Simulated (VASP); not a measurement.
## KI: single point with PBE

The system is KI.

```
K I
1.0
     4.89693    0.00000    0.00000
     0.00000    4.89693    0.00000
     0.00000    0.00000    6.98815
K I
1 1
Direct
  0.00000 0.00000 0.50000
  0.50000 0.50000 0.50000
```

| Item | Value |
| --- | --- |
| Program | VASP 6.6.1 |
| Task | single point |
| Functional | PBE |
| Potentials or basis | VASP PAW PBE potentials, release 64 (K_sv, I) |
| Cutoff | 520 eV |
| k mesh | 6 × 6 × 4 |
| Occupations | gaussian, width 0.02 eV |
| Spin | no spin polarisation |
| Dipole correction | no |
| Further INCAR settings | ALGO = Normal; EDIFF = 1e-06; NBANDS = 15 |

```
Pressure               : 0.0 GPa
Band gap on the k mesh : 3.65 eV, indirect (least direct gap 3.68 eV)
```

Levels at points of the mesh, in eV from the valence-band top:
| k point | band 6 | band 7 | band 8 | band 9 | band 10 | band 11 |
| --- | --- | --- | --- | --- | --- | --- |
| (0.00, 0.00, 0.00) | -0.24 | -0.04 | -0.04 | 3.65 | 5.41 | 6.13 |
| (0.50, 0.00, 0.00) | -1.03 | -0.21 | -0.15 | 5.45 | 5.46 | 6.40 |
| (0.50, 0.50, 0.00) | -0.63 | -0.63 | 0.00 | 5.43 | 6.22 | 6.22 |
| (0.00, 0.00, 0.50) | -0.32 | -0.03 | -0.03 | 4.49 | 5.10 | 5.44 |
| (0.50, 0.00, 0.50) | -1.02 | -0.21 | -0.20 | 5.23 | 6.32 | 6.56 |
| (0.50, 0.50, 0.50) | -0.62 | -0.62 | -0.04 | 5.73 | 5.73 | 5.82 |

Wall time 34 s on 1 thread of Intel(R) Xeon(R) Platinum 8559C (Emerald Rapids) (shared host), peak memory 0.27 GiB.

Caveat: spin-orbit coupling is left out, which moves the levels of the heavy elements. A hybrid or GW would open this gap; PBE tends to underestimate it.
